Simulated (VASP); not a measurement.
# GaN (Fm-3m) in VASP: further runs

Aim: see how the results for GaN move with the level of theory and the settings. Levels: PBE, LDA, PBEsol. Tasks: vibrations by perturbation theory, dielectric tensor.

All numbers are computed with VASP 6.6.1; they aren't measurements. Logs are shortened: lines on timing, memory, paths and dates and some standing lists are left out, and cuts for length are marked.

**1. The cell of the first run**

Symmetry: Fm-3m, No. 225, cubic system. The conventional cell has a = 4.270 Å, b = 4.270 Å, c = 4.270 Å, α = 90.00°, β = 90.00°, γ = 90.00°. Ga (site symmetry m-3m) has 6 N at 2.14 Å within 2.8 Å. N (site symmetry m-3m) has 6 Ga at 2.14 Å within 2.8 Å.

**2. Vibrations by perturbation theory, PBE**

Contents of INCAR:

```
SYSTEM = GaN
  ALGO = Normal
  EDIFF = 1E-8
  ENCUT = 520
  GGA = PE
  IBRION = 8
  ISIF = 2
  ISMEAR = 0
  LASPH = .TRUE.
  LCHARG = .FALSE.
  LEPSILON = .TRUE.
  LREAL = .FALSE.
  LWAVE = .FALSE.
  NBANDS = 16
  NELM = 80
  NSW = 1
  PREC = Accurate
  SIGMA = 0.01
```

Contents of KPOINTS:

```
k-points
0
G
  8 8 8
  0 0 0
```

Contents of POSCAR:

```
GaN
1.0
    0.0000000000      2.1352350000      2.1352350000
    2.1352350000      0.0000000000      2.1352350000
    2.1352350000      2.1352350000      0.0000000000
Ga N
1 1
Direct
    0.0000000000      0.0000000000      0.0000000000
    0.5000000000      0.5000000000      0.5000000000
```

Potentials or basis: VASP PAW PBE potentials, release 64 (Ga_d, N).

The run is started by

```bash
> cat potpaw_PBE.64/Ga_d/POTCAR potpaw_PBE.64/N/POTCAR > POTCAR
> mpirun -np 1 vasp_std > vasp.out
```

OUTCAR:

```text
SYSTEM = GaN
   EDIFF = 1E-8
   ENCUT = 520
   GGA = PE
   IBRION = 8
   ISIF = 2
   ISMEAR = 0
   LASPH = .TRUE.
   LEPSILON = .TRUE.
   LREAL = .FALSE.
   NELM = 80
   NSW = 1
   PREC = Accurate

 ion  position               nearest neighbor table
   1  0.000  0.000  0.000-   2 2.14   2 2.14   2 2.14   2 2.14   2 2.14   2 2.14
   2  0.500  0.500  0.500-   1 2.14   1 2.14   1 2.14   1 2.14   1 2.14   1 2.14

  LATTYP: Found a face centered cubic cell.
 ALAT       =     4.2704700000

  Lattice vectors:

 A1 = (   0.0000000000,   2.1352350000,   2.1352350000)
 A2 = (   2.1352350000,   0.0000000000,   2.1352350000)
 A3 = (   2.1352350000,   2.1352350000,   0.0000000000)

Analysis of symmetry for initial positions (statically):
=====================================================================
 Subroutine PRICEL returns:
 Original cell was already a primitive cell.

 Routine SETGRP: Setting up the symmetry group for a
 face centered cubic supercell.

 Subroutine GETGRP returns: Found 48 space group operations
 (whereof 48 operations were pure point group operations)
 out of a pool of 48 trial point group operations.

The static configuration has the point symmetry O_h .

Analysis of symmetry for dynamics (positions and initial velocities):
=====================================================================
 Subroutine PRICEL returns:
 Original cell was already a primitive cell.

 Routine SETGRP: Setting up the symmetry group for a
 face centered cubic supercell.

 Subroutine GETGRP returns: Found 48 space group operations
 (whereof 48 operations were pure point group operations)
 out of a pool of 48 trial point group operations.

The dynamic configuration has the point symmetry O_h .

 Subroutine INISYM returns: Found 48 space group operations
 (whereof 48 operations are pure point group operations),
 and found     1 'primitive' translations

----------------------------------------------------------------------------------------

                                     Primitive cell

  volume of cell :      19.4700

  direct lattice vectors                    reciprocal lattice vectors
     0.000000000  2.135235000  2.135235000    -0.234166263  0.234166263  0.234166263
     2.135235000  0.000000000  2.135235000     0.234166263 -0.234166263  0.234166263
     2.135235000  2.135235000  0.000000000     0.234166263  0.234166263 -0.234166263

  length of vectors
     3.019678296  3.019678296  3.019678296     0.405587864  0.405587864  0.405587864

  position of ions in fractional coordinates (direct lattice)
     0.000000000  0.000000000  0.000000000
     0.500000000  0.500000000  0.500000000

  ion indices of the primitive-cell ions
   primitive index   ion index
                 1           1
                 2           2

----------------------------------------------------------------------------------------

 KPOINTS: k-points

Automatic generation of k-mesh.
 Grid dimensions read from file:
 generate k-points for:    8    8    8

 Generating k-lattice:

  Cartesian coordinates                     Fractional coordinates (reciprocal lattice)
    -0.029270783  0.029270783  0.029270783     0.125000000  0.000000000  0.000000000
     0.029270783 -0.029270783  0.029270783     0.000000000  0.125000000  0.000000000
     0.029270783  0.029270783 -0.029270783     0.000000000  0.000000000  0.125000000

  Length of vectors
     0.050698483  0.050698483  0.050698483

  Shift w.r.t. Gamma in fractional coordinates (k-lattice)
     0.000000000  0.000000000  0.000000000

 Subroutine IBZKPT returns following result:
 ===========================================

 Found     29 irreducible k-points:

[... 563 lines left out ...]
  energy-cutoff  :      520.00
  volume of cell :       19.47
      direct lattice vectors                 reciprocal lattice vectors
     0.000000000  2.135235000  2.135235000    -0.234166263  0.234166263  0.234166263
     2.135235000  0.000000000  2.135235000     0.234166263 -0.234166263  0.234166263
     2.135235000  2.135235000  0.000000000     0.234166263  0.234166263 -0.234166263

 POSITION                                       TOTAL-FORCE (eV/Angst)
 -----------------------------------------------------------------------------------
      0.00000      0.00000      0.00000         0.000000      0.000000      0.000000
      2.13524      2.13524      2.13524         0.000000      0.000000      0.000000
 -----------------------------------------------------------------------------------
    total drift:                                0.000000     -0.000000     -0.000000

  FREE ENERGIE OF THE ION-ELECTRON SYSTEM (eV)
  ---------------------------------------------------
  free  energy   TOTEN  =       -11.2049134120 eV

  energy  without entropy=      -11.2049134120  energy(sigma->0) =      -11.20491341

 HEAD OF MICROSCOPIC STATIC DIELECTRIC TENSOR (INDEPENDENT PARTICLE, excluding Hartree and local field effects)
 ------------------------------------------------------
           9.068866    -0.000000    -0.000000
          -0.000000     9.068866    -0.000000
           0.000000    -0.000000     9.068866
 ------------------------------------------------------

 Free energy of the ion-electron system (eV)
  ---------------------------------------------------
  ---------------------------------------------------
  free energy    TOTEN  =        -0.45106505 eV

  energy without entropy =       -0.45106505

------------------------ aborting loop because EDIFF is reached ----------------------------------------

--------------------------------------- Ionic step        2  -------------------------------------------

------------------------ aborting loop because EDIFF is reached ----------------------------------------

--------------------------------------- Ionic step        3  -------------------------------------------

------------------------ aborting loop because EDIFF is reached ----------------------------------------

 PIEZOELECTRIC TENSOR FIELD DIRECTION 3  (e Angst)
 -----------------------------------------------------------------------------
     0.00057  0.00000  0.00000           ( -0.00001  0.00000  0.00000)
     0.00000  0.00057  0.00000           (  0.00000 -0.00001  0.00000)
    -0.00000  0.00000 -0.00107           (  0.00000  0.00000 -0.00002)

 PIEZOELECTRIC TENSOR FIELD DIRECTION 3  (C/m^2)
 -----------------------------------------------------------------------------
     0.00047  0.00000  0.00000
     0.00000  0.00047  0.00000
    -0.00000  0.00000 -0.00088

--------------------------------------- Ionic step        4  -------------------------------------------

------------------------ aborting loop because EDIFF is reached ----------------------------------------

[... ionic steps 5 to 6 ...]

--------------------------------------- Ionic step        7  -------------------------------------------

 Free energy of the ion-electron system (eV)
  ---------------------------------------------------
  ---------------------------------------------------
  free energy    TOTEN  =        -0.23154333 eV

  energy without entropy =       -0.23154333

------------------------ aborting loop because EDIFF is reached ----------------------------------------

 INTERNAL STRAIN TENSOR  FOR ION    2  DIRECTION 1   (eV/Angst):
 -----------------------------------------------------------------------------
    -0.09819  0.00000 -0.00000
    -0.00000  0.01880  0.00000
     0.00000  0.00000  0.01880

 MACROSCOPIC STATIC DIELECTRIC TENSOR (including local field effects in DFT)
 ------------------------------------------------------
           8.884016    -0.000000    -0.000000
           0.000000     8.884016    -0.000000
           0.000000     0.000000     8.884016
 ------------------------------------------------------

 PIEZOELECTRIC TENSOR (including local field effects)  for field in x, y, z        (e  Angst)
          XX          YY          ZZ          XY          YZ          ZX
  --------------------------------------------------------------------------------
  x     0.00000     0.00000     0.00000     0.00000     0.00000     0.00000
  y     0.00000     0.00000     0.00000     0.00000     0.00000     0.00000
  z     0.00000     0.00000     0.00000     0.00000     0.00000     0.00000

 PIEZOELECTRIC TENSOR (including local field effects)  for field in x, y, z        (C/m^2)
          XX          YY          ZZ          XY          YZ          ZX
  --------------------------------------------------------------------------------
  x     0.00000     0.00000     0.00000     0.00000     0.00000     0.00000
  y     0.00000     0.00000     0.00000     0.00000     0.00000     0.00000
  z     0.00000     0.00000     0.00000     0.00000     0.00000     0.00000

 BORN EFFECTIVE CHARGES (including local field effects) (in |e|, cummulative output)
 ---------------------------------------------------------------------------------
 ion    1
    1     3.64331     0.00000     0.00000
    2     0.00000     3.64331     0.00000
    3     0.00000     0.00000     3.64331
 ion    2
    1    -3.64331     0.00000     0.00000
    2     0.00000    -3.64331     0.00000
    3     0.00000     0.00000    -3.64331

 INTERNAL STRAIN TENSOR FOR ION    2 for displacements in x,y,z  (eV/Angst):
          X           Y           Z          XY          YZ          ZX
  --------------------------------------------------------------------------------
  x     0.00000     0.00000     0.00000     0.00000     0.00000     0.00000
  y     0.00000     0.00000     0.00000     0.00000     0.00000     0.00000
  z     0.00000     0.00000     0.00000     0.00000     0.00000     0.00000

 SECOND DERIVATIVES (NOT SYMMETRIZED)
 ------------------------------------
               1X          1Y          1Z          2X          2Y          2Z
  1X    -1.925132    0.000000    0.000000    1.925132    0.000000    0.000000
  1Y     0.000000   -1.925132    0.000000    0.000000    1.925132    0.000000
  1Z     0.000000    0.000000   -1.925132    0.000000    0.000000    1.925132
  2X     1.903592    0.000000    0.000000   -1.903592    0.000000    0.000000
  2Y     0.000000    1.903592    0.000000    0.000000   -1.903592    0.000000
  2Z     0.000000    0.000000    1.903592    0.000000    0.000000   -1.903592

 Eigenvectors and eigenvalues of the dynamical matrix
 ----------------------------------------------------

   1 f  =    6.322758 THz    39.727061 2PiTHz  210.904511 cm-1    26.148815 meV
             X         Y         Z           dx          dy          dz
      0.000000  0.000000  0.000000     0.149080   -0.382856   -0.000000
      2.135235  2.135235  2.135235    -0.330811    0.849565   -0.000000
[... 21 lines left out ...]
   6 f/i=    0.013324 THz     0.083716 2PiTHz    0.444435 cm-1     0.055103 meV
             X         Y         Z           dx          dy          dz
      0.000000  0.000000  0.000000    -0.242334   -0.870348   -0.122334
      2.135235  2.135235  2.135235    -0.109208   -0.392222   -0.055130

--------------------------------------------------------------------------------------------------------

 MACROSCOPIC STATIC DIELECTRIC TENSOR IONIC CONTRIBUTION
 ------------------------------------------------------
          64.440772     0.000000    -0.000000
           0.000000    64.440772    -0.000000
          -0.000000    -0.000000    64.440772
 ------------------------------------------------------

 ELASTIC MODULI CONTR FROM IONIC RELAXATION (kBar)
 Direction    XX          YY          ZZ          XY          YZ          ZX
 --------------------------------------------------------------------------------
 XX           0.0000      0.0000      0.0000      0.0000      0.0000      0.0000
 YY           0.0000      0.0000      0.0000      0.0000      0.0000      0.0000
 ZZ           0.0000      0.0000      0.0000      0.0000      0.0000      0.0000
 XY           0.0000      0.0000      0.0000      0.0000      0.0000      0.0000
 YZ           0.0000      0.0000      0.0000      0.0000      0.0000      0.0000
 ZX           0.0000      0.0000      0.0000      0.0000      0.0000      0.0000
 --------------------------------------------------------------------------------

 PIEZOELECTRIC TENSOR IONIC CONTR  for field in x, y, z        (C/m^2)
          XX          YY          ZZ          XY          YZ          ZX
  --------------------------------------------------------------------------------
  x     0.00000     0.00000     0.00000     0.00000     0.00000     0.00000
  y     0.00000     0.00000     0.00000     0.00000     0.00000     0.00000
  z     0.00000     0.00000     0.00000     0.00000     0.00000     0.00000
```

Wall time 4.3 min (1 thread of Intel Xeon 8259CL, shared host); peak memory 0.19 GiB.

Results:

```yaml
Electronic_dielectric_tensor_diagonal: 8.88
Born_charges_mean_of_the_diagonal: Ga +3.64; N -3.64 e
Highest_phonon_frequency_at_Γ_LO-TO_splitting_left_out: 211 cm⁻¹
```

Phonon frequencies in cm⁻¹ (negative: imaginary):
```
              q point        frequencies
(0.000, 0.000, 0.000)  0 0 0 211 211 211
```

Electronic dielectric tensor:
```
8.88 0.00 0.00
0.00 8.88 0.00
0.00 0.00 8.88
```

Born effective charge tensors (e):
atom 1, Ga
```
3.64 0.00 0.00
0.00 3.64 0.00
0.00 0.00 3.64
```
atom 2, N
```
-3.64  0.00  0.00
 0.00 -3.64  0.00
 0.00  0.00 -3.64
```

**3. Dielectric tensor, LDA**

Contents of INCAR:

```
PREC     = Accurate       # precision mode
ENCUT    = 520            # plane-wave cutoff, eV
EDIFF    = 1E-8           # SCF threshold, eV
ISMEAR   = 0              # smearing method
SIGMA    = 0.01           # smearing width, eV
LREAL    = F              # projectors in reciprocal space
LASPH    = T              # aspherical terms in the spheres
NELM     = 80             # most SCF steps
ALGO     = Normal         # electronic algorithm
ISIF     = 2              # what is computed and relaxed
LWAVE    = F              # write WAVECAR
LCHARG   = F              # write CHGCAR
GGA      = CA             # functional
LEPSILON = T              # dielectric tensor by DFPT
```

Contents of KPOINTS:

```
Automatic mesh
0
Gamma
  11 11 11
```

POSCAR is that of step 2.

Potentials or basis: VASP PAW LDA potentials, release 64 (Ga_d, N).

The run is started by

```bash
> cat potpaw_LDA.64/Ga_d/POTCAR potpaw_LDA.64/N/POTCAR > POTCAR
> mpirun -np 1 vasp_std > vasp.out
```

OUTCAR:

```text
PREC = Accurate
   ENCUT = 520
   EDIFF = 1E-8
   ISMEAR = 0
   LREAL = F
   LASPH = T
   NELM = 80
   ISIF = 2
   GGA = CA
   LEPSILON = T

 ion  position               nearest neighbor table
   1  0.000  0.000  0.000-   2 2.14   2 2.14   2 2.14   2 2.14   2 2.14   2 2.14
   2  0.500  0.500  0.500-   1 2.14   1 2.14   1 2.14   1 2.14   1 2.14   1 2.14

  LATTYP: Found a face centered cubic cell.
 ALAT       =     4.2704700000

  Lattice vectors:

 A1 = (   0.0000000000,   2.1352350000,   2.1352350000)
 A2 = (   2.1352350000,   0.0000000000,   2.1352350000)
 A3 = (   2.1352350000,   2.1352350000,   0.0000000000)

Analysis of symmetry for initial positions (statically):
[... 629 lines left out ...]
     0.00011  0.00000 -0.00000
     0.00000  0.00011  0.00000
    -0.00000 -0.00000 -0.00011

 MACROSCOPIC STATIC DIELECTRIC TENSOR (including local field effects in DFT)
 ------------------------------------------------------
           8.642313     0.000000     0.000000
           0.000000     8.642313     0.000000
          -0.000000     0.000000     8.642313
 ------------------------------------------------------

 PIEZOELECTRIC TENSOR (including local field effects)  for field in x, y, z        (e  Angst)
          XX          YY          ZZ          XY          YZ          ZX
  --------------------------------------------------------------------------------
  x     0.00000     0.00000     0.00000     0.00000     0.00000     0.00000
  y     0.00000     0.00000     0.00000     0.00000     0.00000     0.00000
  z     0.00000     0.00000     0.00000     0.00000     0.00000     0.00000

 PIEZOELECTRIC TENSOR (including local field effects)  for field in x, y, z        (C/m^2)
          XX          YY          ZZ          XY          YZ          ZX
  --------------------------------------------------------------------------------
  x     0.00000     0.00000     0.00000     0.00000     0.00000     0.00000
  y     0.00000     0.00000     0.00000     0.00000     0.00000     0.00000
  z     0.00000     0.00000     0.00000     0.00000     0.00000     0.00000

 BORN EFFECTIVE CHARGES (including local field effects) (in |e|, cummulative output)
 ---------------------------------------------------------------------------------
 ion    1
    1     3.61774     0.00000     0.00000
    2     0.00000     3.61774     0.00000
    3     0.00000     0.00000     3.61774
 ion    2
    1    -3.61774     0.00000     0.00000
    2     0.00000    -3.61774     0.00000
    3     0.00000     0.00000    -3.61774
```

stdout:

```text
POSCAR found type information on POSCAR GaN
 POSCAR found :  2 types and       2 ions
 scaLAPACK will be used
 LDA part: xc-table for (Slater(with rela. corr.)+CA(PZ))
 , standard interpolation
 POSCAR, INCAR and KPOINTS ok, starting setup
 FFT: planning ... GRIDC
 FFT: planning ... GRID_SOFT
 FFT: planning ... GRID
 WAVECAR not read
 entering main loop
 Linear response reoptimize wavefunctions to high precision
 Linear response G [H, r] |phi>, progress :
  Direction:   1
 Linear response G [H, r] |phi>, progress :
  Direction:   2
 Linear response G [H, r] |phi>, progress :
  Direction:   3
 Linear response to external field (no local field effect), progress :
  Direction:   1
 dielectric tensor                  component  1 :    10.620     5.063     0.746
 Linear response to external field (no local field effect), progress :
  Direction:   2
 dielectric tensor                  component  2 :     5.063    10.620    -0.329
 Linear response to external field (no local field effect), progress :
  Direction:   3
 dielectric tensor                  component  3 :     0.746    -0.329     5.612
 Linear response to external field, progress :
  Direction:   1
 dielectric tensor                  component  1 :     8.642     3.174     0.882
 Linear response to external field, progress :
  Direction:   2
 dielectric tensor                  component  2 :     3.036     8.642     0.200
 Linear response to external field, progress :
  Direction:   3
 dielectric tensor                  component  3 :     0.735     2.501     8.642
 Born effective charges drift removed
```

Wall time 3.2 min (1 thread of Intel Xeon 8259CL, shared host); peak memory 0.21 GiB.

Results:

- Band gap on the k mesh: 0.36 eV (least direct gap 2.45 eV)
- Electronic dielectric tensor (diagonal): 8.64
- Born charges (mean of the diagonal): Ga +3.62; N -3.62 e

Electronic dielectric tensor:
```
8.64 0.00 0.00
0.00 8.64 0.00
0.00 0.00 8.64
```

Born effective charge tensors (e):
atom 1, Ga
```
3.62 0.00 0.00
0.00 3.62 0.00
0.00 0.00 3.62
```
atom 2, N
```
-3.62  0.00  0.00
 0.00 -3.62  0.00
 0.00  0.00 -3.62
```

Caveat: the gap is small at this level, which inflates the dielectric constant; an odd mesh through Γ misses points on the zone boundary, where band edges can lie.

(Part 1 of 2 ends here.)
